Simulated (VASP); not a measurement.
# Al2Cu (I4/mcm) in VASP: notebook

Al2Cu is run at these levels: PBEsol; tasks: single point.

Program: VASP 6.6.1. These are calculated values, not measurements. Logs are shortened: lines on timing, memory, paths and dates and some standing lists are left out, and cuts for length are marked.

## (1) The cell of the first run

The structure is tetragonal, space group I4/mcm (No. 140). Conventional cell: a = 5.998 Å, b = 5.998 Å, c = 4.785 Å, α = 90.00°, β = 90.00°, γ = 90.00°. Al (site symmetry m2m) has 4 Cu at 2.56 Å and 11 Al at 2.69 to 3.19 Å within 3.4 Å. Cu (site symmetry 422) has 2 Cu at 2.39 Å and 8 Al at 2.56 Å within 3.2 Å.

## (2) Single point, PBEsol

The input, INCAR:

```
SYSTEM = Al2Cu
PREC = Accurate ; ENCUT = 520
EDIFF = 1E-7 ; ISMEAR = 0
SIGMA = 0.1 ; LREAL = .False.
LASPH = .True. ; NELM = 80
ALGO = Normal ; ISIF = 2
LWAVE = .False. ; LCHARG = .False.
GGA = PS ; NBANDS = 26
```

The input, KPOINTS:

```
regular mesh
0
Gamma
  6 6 6
  0 0 0
```

The input, POSCAR:

```
Al2Cu
1.0
   -2.9988978300      2.9988978300      2.3927372900
    2.9988978300     -2.9988978300      2.3927372900
    2.9988978300      2.9988978300     -2.3927372900
Al Cu
4 2
Direct
    0.3413930800      0.1586069200      0.5000000000
    0.1586069200      0.6586069200      0.8172138400
    0.8413930800      0.3413930800      0.1827861600
    0.6586069200      0.8413930800      0.5000000000
    0.7500000000      0.7500000000      0.0000000000
    0.2500000000      0.2500000000      0.0000000000
```

Potentials or basis: VASP PAW PBE potentials, release 64 (Al, Cu).

Command:

```bash
$ cat potpaw_PBE.64/Al/POTCAR potpaw_PBE.64/Cu/POTCAR > POTCAR
$ mpirun -np 1 vasp_std > vasp.out
```

OUTCAR:

```text
SYSTEM = Al2Cu
   PREC = Accurate
   ENCUT = 520
   EDIFF = 1E-7
   ISMEAR = 0
   LREAL = .False.
   LASPH = .True.
   NELM = 80
   ISIF = 2
   GGA = PS

 ion  position               nearest neighbor table
   1  0.341  0.159  0.500-   5 2.56   6 2.56   6 2.56   5 2.56   4 2.69   4 2.85   4 2.85   2 3.06
                             3 3.06   2 3.06   3 3.06   2 3.19   3 3.19   3 3.19   2 3.19
   2  0.159  0.659  0.817-   5 2.56   6 2.56   5 2.56   6 2.56   3 2.69   3 2.85   3 2.85   1 3.06
                             4 3.06   4 3.06   1 3.06   1 3.19   4 3.19   1 3.19   4 3.19
   3  0.841  0.341  0.183-   5 2.56   6 2.56   5 2.56   6 2.56   2 2.69   2 2.85   2 2.85   1 3.06
                             4 3.06   4 3.06   1 3.06   1 3.19   4 3.19   4 3.19   1 3.19
   4  0.659  0.841  0.500-   6 2.56   5 2.56   5 2.56   6 2.56   1 2.69   1 2.85   1 2.85   2 3.06
                             3 3.06   2 3.06   3 3.06   2 3.19   3 3.19   2 3.19   3 3.19
   5  0.750  0.750  0.000-   6 2.39   6 2.39   2 2.56   3 2.56   2 2.56   3 2.56   4 2.56   1 2.56
                             4 2.56   1 2.56
   6  0.250  0.250  0.000-   5 2.39   5 2.39   2 2.56   3 2.56   2 2.56   3 2.56   1 2.56   1 2.56
                             4 2.56   4 2.56

  LATTYP: Found a body centered tetragonal cell.
 ALAT       =     5.9977956600
 C/A-ratio  =     0.7978722269

  Lattice vectors:

 A1 = (  -2.9988978300,   2.9988978300,   2.3927372900)
 A2 = (   2.9988978300,  -2.9988978300,   2.3927372900)
 A3 = (   2.9988978300,   2.9988978300,  -2.3927372900)

Analysis of symmetry for initial positions (statically):
=====================================================================
 Subroutine PRICEL returns:
 Original cell was already a primitive cell.

 Routine SETGRP: Setting up the symmetry group for a
 body centered tetragonal supercell.

 Subroutine GETGRP returns: Found 16 space group operations
 (whereof  8 operations were pure point group operations)
 out of a pool of 16 trial point group operations.

The static configuration has the point symmetry C_4h.
 The point group associated with its full space group is D_4h.

Analysis of symmetry for dynamics (positions and initial velocities):
=====================================================================
 Subroutine PRICEL returns:
 Original cell was already a primitive cell.

 Routine SETGRP: Setting up the symmetry group for a
 body centered tetragonal supercell.

 Subroutine GETGRP returns: Found 16 space group operations
 (whereof  8 operations were pure point group operations)
 out of a pool of 16 trial point group operations.

The dynamic configuration has the point symmetry C_4h.
 The point group associated with its full space group is D_4h.

 Subroutine INISYM returns: Found 16 space group operations
 (whereof  8 operations are pure point group operations),
 and found     1 'primitive' translations

----------------------------------------------------------------------------------------

                                     Primitive cell

  volume of cell :      86.0753

  direct lattice vectors                    reciprocal lattice vectors
    -2.998897830  2.998897830  2.392737290     0.000000000  0.166727921  0.208965691
     2.998897830 -2.998897830  2.392737290     0.166727921  0.000000000  0.208965691
     2.998897830  2.998897830 -2.392737290     0.166727921  0.166727921  0.000000000

  length of vectors
     4.869493621  4.869493621  4.869493621     0.267329122  0.267329122  0.235788887

  position of ions in fractional coordinates (direct lattice)
     0.341393080  0.158606920  0.500000000
     0.158606920  0.658606920  0.817213840
     0.841393080  0.341393080  0.182786160
     0.658606920  0.841393080  0.500000000
     0.750000000  0.750000000  0.000000000
     0.250000000  0.250000000  0.000000000

  ion indices of the primitive-cell ions
   primitive index   ion index
                 1           1
                 2           2
                 3           3
                 4           4
                 5           5
                 6           6

----------------------------------------------------------------------------------------

 KPOINTS: regular mesh

Automatic generation of k-mesh.
 Grid dimensions read from file:
 generate k-points for:    6    6    6

 Generating k-lattice:

  Cartesian coordinates                     Fractional coordinates (reciprocal lattice)
     0.000000000  0.027787987  0.034827615     0.166666667 -0.000000000  0.000000000
     0.027787987  0.000000000  0.034827615    -0.000000000  0.166666667  0.000000000
     0.027787987  0.027787987  0.000000000     0.000000000  0.000000000  0.166666667

  Length of vectors
     0.044554854  0.044554854  0.039298148

  Shift w.r.t. Gamma in fractional coordinates (k-lattice)
     0.000000000  0.000000000  0.000000000

 Subroutine IBZKPT returns following result:
 ===========================================

 Found     30 irreducible k-points:

 Following reciprocal coordinates:
            Coordinates               Weight
  0.000000  0.000000  0.000000      1.000000
  0.166667 -0.000000  0.000000      8.000000
  0.333333 -0.000000  0.000000      8.000000
  0.500000  0.000000  0.000000      4.000000
  0.166667  0.166667  0.000000      8.000000
  0.333333  0.166667 -0.000000     16.000000
[... 16 lines left out ...]
 -0.333333 -0.333333  0.166667      8.000000
 -0.166667 -0.333333  0.166667      8.000000
 [... further k-points ...]
   k-points           NKPTS =     30   k-points in BZ     NKDIM =     30   number of bands    NBANDS=     26
   number of dos      NEDOS =    301   number of ions     NIONS =      6
   total plane-waves  NPLWV =  46656
   dimension x,y,z NGX =    36 NGY =   36 NGZ =   36
   dimension x,y,z NGXF=    72 NGYF=   72 NGZF=   72
   ions per type =               4   2
   NGX,Y,Z   is equivalent  to a cutoff of  12.29, 12.29, 12.29 a.u.
   NGXF,Y,Z  is equivalent  to a cutoff of  24.58, 24.58, 24.58 a.u.
 SYSTEM =  Al2Cu
   PREC   = accura    normal or accurate (medium, high low for compatibility)
   ISTART =      0    job   : 0-new  1-cont  2-samecut
   ICHARG =      2    charge: 1-file 2-atom 10-const
   ISPIN  =      1    spin polarized calculation?
   LNONCOLLINEAR =      F non collinear calculations
   LSORBIT =      F    spin-orbit coupling
   LASPH  =      T    aspherical Exc in radial PAW
   ENCUT  =  520.0 eV  38.22 Ry    6.18 a.u.   9.05  9.05  9.05*2*pi/ulx,y,z
   NELM   =     80;   NELMIN=  2; NELMDL= -5     # of ELM steps
   EDIFF  = 0.1E-06   stopping-criterion for ELM
   LREAL  =      F    real-space projection
   EDIFFG = 0.1E-05   stopping-criterion for IOM
   NSW    =      0    number of steps for IOM
   IBRION =     -1    ionic relax: 0-MD 1-quasi-New 2-CG
   NFREE  =      0    steps in history (QN), initial steepest desc. (CG)
   ISIF   =      2    stress and relaxation
   ISYM   =      2    0-nonsym 1-usesym 2-fastsym
   POTIM  = 0.5000    time-step for ionic-motion
   TEBEG  =    0.0;   TEEND  =   0.0 temperature during run
   PSTRESS=    0.0 pullay stress
   NELECT =      34.0000    total number of electrons
   NUPDOWN=      -1.0000    fix difference up-down
   EMIN   =  10.00;   EMAX   =-10.00  energy-range for DOS
   EFERMI =   0.00;   METHOD = LEGACY
   ISMEAR =     0;   SIGMA  =   0.10  broadening in eV -4-tet -1-fermi 0-gaus
   EFERMI_NEDOS =   21; number of points for ismear=-14 and -15
   IALGO  =     38    algorithm
   IMIX   =      4    mixing-type and parameters
     AMIX     =   0.40;   BMIX     =  1.00
     AMIX_MAG =   1.60;   BMIX_MAG =  1.00
  volume/ion in A,a.u.               =      14.35        96.81
  Fermi-wavevector in a.u.,A,eV,Ry     =   1.201181  2.269902 19.630964  1.442835
  Thomas-Fermi vector in A             =   2.336997
   LORBIT       =      0    0 simple, 1 ext, 2 COOP (PROOUT), +10 PAW based schemes
   GGA     = PS    functional components
   LHFCALC =     F    Hartree Fock is set to
   AEXX    =    0.0000 exact exchange contribution
   IVDW    =     0    specifies the selected vdW correction
   LEPSILON=     F    determine dielectric tensor
   LRPA    =     F    only Hartree local field effects (RPA)
 non-spin polarized calculation
 Gauss-broadening in eV      SIGMA  =   0.10
  energy-cutoff  :      520.00
  volume of cell :       86.08
 maximum number of plane-waves:      2334
   NGX = 19   NGY = 19   NGZ = 19

 number of electron      34.0000017 magnetization

 Free energy of the ion-electron system (eV)
  ---------------------------------------------------
  ext. energy  EPLUGINS =         0.00000000
  ---------------------------------------------------
  free energy    TOTEN  =       -26.05548856 eV

  energy without entropy =      -26.03941358  energy(sigma->0) =      -26.04745107

 E-fermi :   8.2865     XC(G=0): -11.1097

 val. band max:        8.2738100560   @ k =  -0.3333   0.1667   0.0000
 cond. band min:       8.2871768169   @ k =   0.5000   0.3333   0.0000
 fundamental gap:      0.0133667609
 Fermi energy:         8.2864995108

 k-point     1 :       0.0000    0.0000    0.0000
  band No.  band energies     occupation
      1      -2.7103      2.00000
      2       2.8063      2.00000
      3       2.9966      2.00000
      4       3.0103      2.00000
      5       3.0103      2.00000
      6       3.9518      2.00000
[... 18 lines left out ...]
     25      13.6051      0.00000
     26      14.2189      0.00000

 k-point     2 :       0.1667   -0.0000    0.0000
  band No.  band energies     occupation
      1      -2.4113      2.00000
      2       2.7853      2.00000
      3       2.9064      2.00000
      4       2.9983      2.00000
      5       3.0655      2.00000
      6       3.8954      2.00000
[... 18 lines left out ...]
     25      13.9421      0.00000
[... 608 lines left out ...]
     25      15.0019      0.00000
     26      16.8466      0.00000

 k-point    24 :      -0.1667   -0.3333    0.1667
  band No.  band energies     occupation
      1      -0.9730      2.00000
      2       1.5490      2.00000
      3       2.4270      2.00000
      4       2.7607      2.00000
      5       3.3425      2.00000
      6       3.3837      2.00000
[... 18 lines left out ...]
     25      15.7733      0.00000
     26      15.8107      0.00000

 [... further k-points ...]

------------------------ aborting loop because EDIFF is reached ----------------------------------------

  FORCE on cell =-STRESS in cart. coord.  units (eV):
  Direction    XX          YY          ZZ          XY          YZ          ZX
  --------------------------------------------------------------------------------------
  -------------------------------------------------------------------------------------
  Total       -0.0371141     -0.0371141      1.7805343      0.0000000      0.0000000      0.0000000
  in kB       -0.6908301     -0.6908301     33.1422954      0.0000000      0.0000000      0.0000000
  external PRESSURE =      10.5868784 kB  Pullay stress =       0.0000000 kB

 VOLUME and BASIS-vectors are now :
 -----------------------------------------------------------------------------
  energy-cutoff  :      520.00
  volume of cell :       86.08
      direct lattice vectors                 reciprocal lattice vectors
    -2.998897830  2.998897830  2.392737290     0.000000000  0.166727921  0.208965691
     2.998897830 -2.998897830  2.392737290     0.166727921  0.000000000  0.208965691
     2.998897830  2.998897830 -2.392737290     0.166727921  0.166727921  0.000000000

 POSITION                                       TOTAL-FORCE (eV/Angst)
 -----------------------------------------------------------------------------------
      0.95129      2.04761      0.00000         0.012885     -0.012885     -0.000000
      3.95019      0.95129     -0.00000         0.012885      0.012885      0.000000
     -0.95129      2.04761      2.39274        -0.012885     -0.012885     -0.000000
      2.04761      0.95129      2.39274        -0.012885      0.012885      0.000000
      0.00000      0.00000      3.58911         0.000000     -0.000000      0.000000
      0.00000      0.00000      1.19637         0.000000     -0.000000      0.000000
 -----------------------------------------------------------------------------------
    total drift:                                0.000000     -0.000000      0.000000

  FREE ENERGIE OF THE ION-ELECTRON SYSTEM (eV)
  ---------------------------------------------------
  free  energy   TOTEN  =       -26.0554885593 eV

  energy  without entropy=      -26.0394135761  energy(sigma->0) =      -26.04745107
```

Wall time 3.1 min (1 thread of Intel Xeon 8259CL, shared host); peak memory 0.2 GiB.

Results:

```
Free energy            : -26.0555 eV
Pressure               : 1.1 GPa
Largest force          : 0.018 eV/Å
Band gap on the k mesh : zero (bands 17 and 18 overlap by 4.20 eV)
```

Forces on the atoms (eV/Å):
```
Al   0.013 -0.013  0.000
Al   0.013  0.013  0.000
Al  -0.013 -0.013  0.000
Al  -0.013  0.013  0.000
Cu   0.000  0.000  0.000
Cu   0.000  0.000  0.000
```

Levels at points of the mesh, in eV from the Fermi level:
```csv
k point,band 15,band 16,band 17,band 18,band 19,band 20
"(0.00, 0.00, 0.00)",-1.36,-1.21,-1.21,-0.84,-0.16,0.06
"(0.50, 0.00, 0.00)",-2.64,-2.64,0.23,0.23,4.11,4.11
"(0.50, 0.50, 0.00)",-1.55,-1.34,-0.85,-0.60,0.79,1.26
"(0.50, 0.50, 0.50)",-3.27,-1.80,2.68,2.99,2.99,3.41
```

Caveat: the PAW data sets were made with another functional, which shifts forces and pressure a little.

(Continued in part 2 of 2.)

The gap in the log of VASP goes by the Fermi energy; the results here count the filled bands.